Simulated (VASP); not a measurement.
# SiMo5 (R-3m) in VASP: single point with PBE

Aim: the single point of SiMo5 with PBE.

Everything below comes from runs of VASP 6.6.1. Logs are shortened: lines on timing, memory, paths and dates and some standing lists are left out, and cuts for length are marked.

**1. The cell of the first run**

The structure is trigonal, space group R-3m (No. 166). Conventional cell: a = 5.128 Å, b = 5.128 Å, c = 12.458 Å, α = 90.00°, β = 90.00°, γ = 120.00°. Si (site symmetry -3m) has 12 Mo at 2.55 to 3.01 Å within 3.4 Å. Within 3.4 Å of Mo (site symmetry 2/m) lie 2 Si at 2.55 Å and 10 Mo at 2.56 to 3.02 Å. Mo (site symmetry 3m) has 13 Mo at 2.98 to 3.17 Å and 3 Si at 3.01 Å within 3.9 Å.

**2. Single point, PBE**

INCAR

```
  ALGO = Normal
  EDIFF = 1E-6
  ENCUT = 500
  GGA = PE
  GGA_COMPAT = False
  ISIF = 2
  ISMEAR = 0
  LASPH = True
  LCHARG = False
  LREAL = False
  LWAVE = False
  NBANDS = 46
  NELM = 120
  PREC = Accurate
  SIGMA = 0.2
```

KPOINTS

```
k-points
0
Gamma
  4 4 4
```

POSCAR

```
SiMo5
1.0
    2.5639674789      1.4803073142      4.1526652763
   -2.5639674789      1.4803073142      4.1526652763
    0.0000000000     -2.9606146283      4.1526652763
Si Mo
1 5
Direct
    0.5000000000      0.5000000000      0.5000000000
    0.5000000000      0.5000000000      0.0000000000
    0.5000000000      0.0000000000      0.5000000000
    0.0000000000      0.5000000000      0.5000000000
    0.8782782055      0.8782782055      0.8782782055
    0.1217217945      0.1217217945      0.1217217945
```

Potentials or basis: VASP PAW PBE potentials, release 64 (Si, Mo_sv).

Command:

```console
> cat potpaw_PBE.64/Si/POTCAR potpaw_PBE.64/Mo_sv/POTCAR > POTCAR
> mpirun -np 1 vasp_std > vasp.out
```

OUTCAR:

```text
EDIFF = 1E-6
   ENCUT = 500
   GGA = PE
   ISIF = 2
   ISMEAR = 0
   LASPH = True
   LREAL = False
   NELM = 120
   PREC = Accurate

 ion  position               nearest neighbor table
   1  0.500  0.500  0.500-   2 2.55   2 2.55   4 2.55   3 2.55   3 2.55   4 2.55   6 3.01   5 3.01
                             6 3.01   5 3.01   6 3.01   5 3.01
   2  0.500  0.500  0.000-   1 2.55   1 2.55   3 2.56   4 2.56   3 2.56   4 2.56   6 2.98   5 2.98
                             6 2.98   5 2.98   6 3.02   5 3.02
   3  0.500  0.000  0.500-   1 2.55   1 2.55   4 2.56   4 2.56   2 2.56   2 2.56   6 2.98   5 2.98
                             6 2.98   5 2.98   6 3.02   5 3.02
   4  0.000  0.500  0.500-   1 2.55   1 2.55   3 2.56   3 2.56   2 2.56   2 2.56   6 2.98   5 2.98
                             5 2.98   6 2.98   6 3.02   5 3.02
   5  0.878  0.878  0.878-   2 2.98   2 2.98   3 2.98   4 2.98   3 2.98   4 2.98   1 3.01   1 3.01
                             1 3.01   3 3.02   4 3.02   2 3.02   6 3.03   6 3.17   6 3.17   6 3.17
   6  0.122  0.122  0.122-   2 2.98   2 2.98   3 2.98   4 2.98   4 2.98   3 2.98   1 3.01   1 3.01
                             1 3.01   4 3.02   3 3.02   2 3.02   5 3.03   5 3.17   5 3.17   5 3.17

  LATTYP: Found a trigonal (rhomboedric) cell.
 ALAT       =     5.0999870465
 COS(alpha) =     0.4945049883

  Lattice vectors:

 A1 = (   2.5639674789,   1.4803073142,   4.1526652763)
 A2 = (  -2.5639674789,   1.4803073142,   4.1526652763)
 A3 = (   0.0000000000,  -2.9606146283,   4.1526652763)

Analysis of symmetry for initial positions (statically):
=====================================================================
 Subroutine PRICEL returns:
 Original cell was already a primitive cell.

 Routine SETGRP: Setting up the symmetry group for a
 trigonal (rhombohedral) supercell.

 Subroutine GETGRP returns: Found 12 space group operations
 (whereof 12 operations were pure point group operations)
 out of a pool of 12 trial point group operations.

The static configuration has the point symmetry D_3d.

Analysis of symmetry for dynamics (positions and initial velocities):
=====================================================================
 Subroutine PRICEL returns:
 Original cell was already a primitive cell.

 Routine SETGRP: Setting up the symmetry group for a
 trigonal (rhombohedral) supercell.

 Subroutine GETGRP returns: Found 12 space group operations
 (whereof 12 operations were pure point group operations)
 out of a pool of 12 trial point group operations.

The dynamic configuration has the point symmetry D_3d.

 Subroutine INISYM returns: Found 12 space group operations
 (whereof 12 operations are pure point group operations),
 and found     1 'primitive' translations

----------------------------------------------------------------------------------------

                                     Primitive cell

  volume of cell :      94.5676

  direct lattice vectors                    reciprocal lattice vectors
     2.563967479  1.480307314  4.152665276     0.195010274  0.112589234  0.080269733
    -2.563967479  1.480307314  4.152665276    -0.195010274  0.112589234  0.080269733
     0.000000000 -2.960614628  4.152665276     0.000000000 -0.225178468  0.080269733

  length of vectors
     5.099987046  5.099987046  5.099987046     0.239057676  0.239057676  0.239057676

  position of ions in fractional coordinates (direct lattice)
     0.500000000  0.500000000  0.500000000
     0.500000000  0.500000000  0.000000000
     0.500000000  1.000000000  0.500000000
     1.000000000  0.500000000  0.500000000
     0.878278206  0.878278206  0.878278206
     0.121721794  0.121721794  0.121721794

  ion indices of the primitive-cell ions
   primitive index   ion index
                 1           1
                 2           2
                 3           3
                 4           4
                 5           5
                 6           6

----------------------------------------------------------------------------------------

 KPOINTS: k-points

Automatic generation of k-mesh.
 Grid dimensions read from file:
 generate k-points for:    4    4    4

 Generating k-lattice:

  Cartesian coordinates                     Fractional coordinates (reciprocal lattice)
     0.048752568  0.028147309  0.020067433     0.250000000  0.000000000 -0.000000000
    -0.048752568  0.028147309  0.020067433     0.000000000  0.250000000 -0.000000000
     0.000000000 -0.056294617  0.020067433     0.000000000  0.000000000  0.250000000

  Length of vectors
     0.059764419  0.059764419  0.059764419

  Shift w.r.t. Gamma in fractional coordinates (k-lattice)
     0.000000000  0.000000000  0.000000000

 Subroutine IBZKPT returns following result:
 ===========================================

 Found     13 irreducible k-points:

 Following reciprocal coordinates:
            Coordinates               Weight
  0.000000  0.000000  0.000000      1.000000
  0.250000  0.000000  0.000000      6.000000
  0.500000  0.000000  0.000000      3.000000
  0.250000  0.250000  0.000000      6.000000
  0.500000  0.250000  0.000000     12.000000
 -0.250000  0.250000  0.000000      6.000000
  0.500000  0.500000  0.000000      3.000000
  0.250000  0.250000  0.250000      2.000000
  0.500000  0.250000  0.250000      6.000000
 -0.250000  0.250000  0.250000      6.000000
  0.500000  0.500000  0.250000      6.000000
 -0.250000  0.500000  0.250000      6.000000
  0.500000  0.500000  0.500000      1.000000
   k-points           NKPTS =     13   k-points in BZ     NKDIM =     13   number of bands    NBANDS=     46
   number of dos      NEDOS =    301   number of ions     NIONS =      6
   total plane-waves  NPLWV =  64000
   dimension x,y,z NGX =    40 NGY =   40 NGZ =   40
   dimension x,y,z NGXF=    80 NGYF=   80 NGZF=   80
   ions per type =               1   5
   NGX,Y,Z   is equivalent  to a cutoff of  13.04, 13.04, 13.04 a.u.
   NGXF,Y,Z  is equivalent  to a cutoff of  26.08, 26.08, 26.08 a.u.
 SYSTEM =  unknown system
   PREC   = accura    normal or accurate (medium, high low for compatibility)
   ISTART =      0    job   : 0-new  1-cont  2-samecut
   ICHARG =      2    charge: 1-file 2-atom 10-const
   ISPIN  =      1    spin polarized calculation?
   LNONCOLLINEAR =      F non collinear calculations
   LSORBIT =      F    spin-orbit coupling
   LASPH  =      T    aspherical Exc in radial PAW
   ENCUT  =  500.0 eV  36.75 Ry    6.06 a.u.   9.30  9.30  9.30*2*pi/ulx,y,z
   NELM   =    120;   NELMIN=  2; NELMDL= -5     # of ELM steps
   EDIFF  = 0.1E-05   stopping-criterion for ELM
   LREAL  =      F    real-space projection
   EDIFFG = 0.1E-04   stopping-criterion for IOM
   NSW    =      0    number of steps for IOM
   IBRION =     -1    ionic relax: 0-MD 1-quasi-New 2-CG
   NFREE  =      0    steps in history (QN), initial steepest desc. (CG)
   ISIF   =      2    stress and relaxation
   ISYM   =      2    0-nonsym 1-usesym 2-fastsym
   POTIM  = 0.5000    time-step for ionic-motion
   TEBEG  =    0.0;   TEEND  =   0.0 temperature during run
   PSTRESS=    0.0 pullay stress
   NELECT =      74.0000    total number of electrons
   NUPDOWN=      -1.0000    fix difference up-down
   EMIN   =  10.00;   EMAX   =-10.00  energy-range for DOS
   EFERMI =   0.00;   METHOD = LEGACY
   ISMEAR =     0;   SIGMA  =   0.20  broadening in eV -4-tet -1-fermi 0-gaus
   EFERMI_NEDOS =   21; number of points for ismear=-14 and -15
   IALGO  =     38    algorithm
   IMIX   =      4    mixing-type and parameters
     AMIX     =   0.40;   BMIX     =  1.00
     AMIX_MAG =   1.60;   BMIX_MAG =  1.00
  volume/ion in A,a.u.               =      15.76       106.36
  Fermi-wavevector in a.u.,A,eV,Ry     =   1.508590  2.850822 30.964733  2.275844
  Thomas-Fermi vector in A             =   2.619024
   LORBIT       =      0    0 simple, 1 ext, 2 COOP (PROOUT), +10 PAW based schemes
   GGA     = PE    functional components
   LHFCALC =     F    Hartree Fock is set to
   AEXX    =    0.0000 exact exchange contribution
   IVDW    =     0    specifies the selected vdW correction
   LEPSILON=     F    determine dielectric tensor
   LRPA    =     F    only Hartree local field effects (RPA)
 non-spin polarized calculation
 Gauss-broadening in eV      SIGMA  =   0.20
  energy-cutoff  :      500.00
  volume of cell :       94.57
 maximum number of plane-waves:      2421
 NGX is ok and might be reduce to    40
   NGX = 19   NGY = 19   NGZ = 19

 number of electron      73.9999993 magnetization

 Free energy of the ion-electron system (eV)
  ---------------------------------------------------
  ext. energy  EPLUGINS =         0.00000000
  ---------------------------------------------------
  free energy    TOTEN  =       -59.42893084 eV

  energy without entropy =      -59.29865165  energy(sigma->0) =      -59.36379125

 E-fermi :  11.7492     XC(G=0): -12.9010

 val. band max:       11.7472742089   @ k =   0.5000   0.2500   0.2500
 cond. band min:      11.7827988968   @ k =   0.0000   0.0000   0.0000
 fundamental gap:      0.0355246878
 Fermi energy:        11.7491653198

 k-point     1 :       0.0000    0.0000    0.0000
  band No.  band energies     occupation
      1     -49.4310      2.00000
      2     -49.3267      2.00000
      3     -49.2920      2.00000
      4     -49.0137      2.00000
      5     -49.0137      2.00000
      6     -24.6243      2.00000
[... 38 lines left out ...]
     45      14.7870      0.00000
     46      14.7885      0.00000

 k-point     2 :       0.2500    0.0000    0.0000
  band No.  band energies     occupation
      1     -49.4009      2.00000
      2     -49.3310      2.00000
      3     -49.2767      2.00000
      4     -49.0577      2.00000
      5     -49.0139      2.00000
      6     -24.4169      2.00000
[... 38 lines left out ...]
     45      14.5882      0.00000
     46      14.6454      0.00000

 k-point     3 :       0.5000    0.0000    0.0000
  band No.  band energies     occupation
      1     -49.3674      2.00000
      2     -49.3387      2.00000
      3     -49.2400      2.00000
      4     -49.1230      2.00000
      5     -49.0142      2.00000
      6     -24.1823      2.00000
[... 38 lines left out ...]
     45      14.3906      0.00000
     46      14.5557      0.00000

 k-point     4 :       0.2500    0.2500    0.0000
  band No.  band energies     occupation
      1     -49.3952      2.00000
      2     -49.3328      2.00000
      3     -49.2800      2.00000
      4     -49.0583      2.00000
      5     -49.0140      2.00000
      6     -24.4144      2.00000
[... 381 lines left out ...]
     45      14.2462      0.00000
     46      14.4474      0.00000

 k-point    12 :      -0.2500    0.5000    0.2500
  band No.  band energies     occupation
      1     -49.3527      2.00000
      2     -49.3456      2.00000
      3     -49.2427      2.00000
      4     -49.1292      2.00000
      5     -49.0132      2.00000
      6     -24.0962      2.00000
[... 38 lines left out ...]
     45      14.2022      0.00000
     46      14.2801      0.00000

 k-point    13 :       0.5000    0.5000    0.5000
  band No.  band energies     occupation
      1     -49.3768      2.00000
      2     -49.3542      2.00000
      3     -49.3189      2.00000
      4     -49.0138      2.00000
      5     -49.0138      2.00000
      6     -24.6296      2.00000
[... 38 lines left out ...]
     45      13.9763      0.00000
     46      14.6879      0.00000

------------------------ aborting loop because EDIFF is reached ----------------------------------------

  FORCE on cell =-STRESS in cart. coord.  units (eV):
  Direction    XX          YY          ZZ          XY          YZ          ZX
  --------------------------------------------------------------------------------------
  -------------------------------------------------------------------------------------
  Total        0.1874094      0.1874094      0.1414089      0.0000000      0.0000000      0.0000000
  in kB        3.1751147      3.1751147      2.3957680      0.0000000      0.0000000      0.0000000
  external PRESSURE =       2.9153324 kB  Pullay stress =       0.0000000 kB

 VOLUME and BASIS-vectors are now :
 -----------------------------------------------------------------------------
  energy-cutoff  :      500.00
  volume of cell :       94.57
      direct lattice vectors                 reciprocal lattice vectors
     2.563967479  1.480307314  4.152665276     0.195010274  0.112589234  0.080269733
    -2.563967479  1.480307314  4.152665276    -0.195010274  0.112589234  0.080269733
     0.000000000 -2.960614628  4.152665276     0.000000000 -0.225178468  0.080269733

 POSITION                                       TOTAL-FORCE (eV/Angst)
 -----------------------------------------------------------------------------------
      0.00000      0.00000      6.22900        -0.000000     -0.000000     -0.000000
      0.00000      1.48031      4.15267        -0.000000     -0.000000     -0.000000
      1.28198     -0.74015      4.15267         0.000000     -0.000000     -0.000000
     -1.28198     -0.74015      4.15267         0.000000     -0.000000     -0.000000
      0.00000      0.00000     10.94159        -0.000000      0.000000      0.009538
      0.00000      0.00000      1.51641        -0.000000     -0.000000     -0.009538
 -----------------------------------------------------------------------------------
    total drift:                                0.000000     -0.000000     -0.000000

  FREE ENERGIE OF THE ION-ELECTRON SYSTEM (eV)
  ---------------------------------------------------
  free  energy   TOTEN  =       -59.4289308417 eV

  energy  without entropy=      -59.2986516539  energy(sigma->0) =      -59.36379125
```

Run time: 64 s. Hardware: 1 thread of AMD EPYC 9R45 (Zen 5), shared host; peak memory 0.21 GiB.

Results:

- Free energy: -59.4289 eV
- Pressure: 0.3 GPa
- Largest force: 0.010 eV/Å
- Band gap on the k mesh: zero (band 37 reaches 12.46 eV, above the bottom of band 38 at 11.43 eV)

Forces on the atoms (eV/Å):
```
Si   0.000  0.000  0.000
Mo   0.000  0.000  0.000
Mo   0.000  0.000  0.000
Mo   0.000  0.000  0.000
Mo   0.000  0.000  0.010
Mo   0.000  0.000 -0.010
```

Stress tensor (GPa, compression positive):
```
0.32 0.00 0.00
0.00 0.32 0.00
0.00 0.00 0.24
```

Levels at points of the mesh, in eV from the Fermi level:
```
           k point  band 33  band 34  band 35  band 36  band 37  band 38  band 39  band 40  band 41  band 42
(0.00, 0.00, 0.00)    -1.80    -1.50    -1.50    -0.23     0.03     0.24     0.24     1.12     1.12     1.80
(0.50, 0.00, 0.00)    -1.89    -1.44    -0.63    -0.49    -0.47    -0.32    -0.15     0.14     0.37     1.45
(0.50, 0.50, 0.00)    -1.95    -1.71    -1.14    -1.00     0.15     0.27     0.64     0.90     1.15     1.33
(0.50, 0.50, 0.50)    -1.81    -0.66    -0.28    -0.28     0.71     0.71     0.92     1.33     1.56     2.22
```

Caveat: the k points lie up to 0.38 Å⁻¹ apart.
